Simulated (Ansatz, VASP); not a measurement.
SnTe: VASP beside Ansatz

INCAR

```
SYSTEM = SnTe
  PREC = Accurate
  ENCUT = 520
  EDIFF = 1E-8
  ISMEAR = -1
  SIGMA = 0.08
  LREAL = .FALSE.
  LASPH = .TRUE.
  NELM = 80
  ALGO = Normal
  ISIF = 2
  LWAVE = .FALSE.
  LCHARG = .FALSE.
  GGA = CA
  LEFG = .TRUE.
  NBANDS = 17
```

Contents of KPOINTS:

```
Automatic mesh
0
G
  11 11 11
  0 0 0
```

The input POSCAR:

```
SnTe
1.0
    0.0000000000      3.1029896626      3.1029896626
    3.1029896626      0.0000000000      3.1029896626
    3.1029896626      3.1029896626      0.0000000000
Sn Te
1 1
Direct
    0.0000000000      0.0000000000      0.0000000000
    0.5000000000      0.5000000000      0.5000000000
```

Input for Ansatz:

```yaml
crystal:
  lattice:
    - [0.0, 3.1029896626, 3.1029896626]
    - [3.1029896626, 0.0, 3.1029896626]
    - [3.1029896626, 3.1029896626, 0.0]
  atoms:
    - { symbol: Sn, position: [0.0, 0.0, 0.0] }
    - { symbol: Te, position: [0.5, 0.5, 0.5] }
kpoints:
  mp_grid: { grid: [11, 11, 11] }
scf:
  occupations: { method: fermi_dirac, width: 0.08 }
hamiltonian:
  xc: lda
  pseudopotentials: { kind: all_electron, datasets: crystal }
output:
  forces: true
  stress: true
  eigenvalues: true
  efg: { contact_densities: true }
```

Change from the starting cell: volume scaled by 0.95, crystal datasets.

Alike in both runs: task electric field gradients; functional LDA; k mesh 11 × 11 × 11; occupations fermi-dirac, width 0.08 eV; no spin polarisation.

|  | VASP | Ansatz |
| --- | --- | --- |
| version | VASP 6.6.1 | Ansatz 0.2.0 |
| potentials or method | VASP PAW LDA potentials, release 64 (Sn_d, Te), cutoff 520 eV | all-electron PAW with datasets made for the crystal, scalar-relativistic |

|  | VASP | Ansatz | Ansatz less VASP |
| --- | --- | --- | --- |
| pressure (GPa) | 0.8 | 0.8 | -0.05 |

LDA's correlation is that of Perdew and Zunger in VASP and of Perdew and Wang (1992) in Ansatz. Ansatz ran all-electron here, and VASP with PAW potentials.

Neither program's run includes spin-orbit coupling.
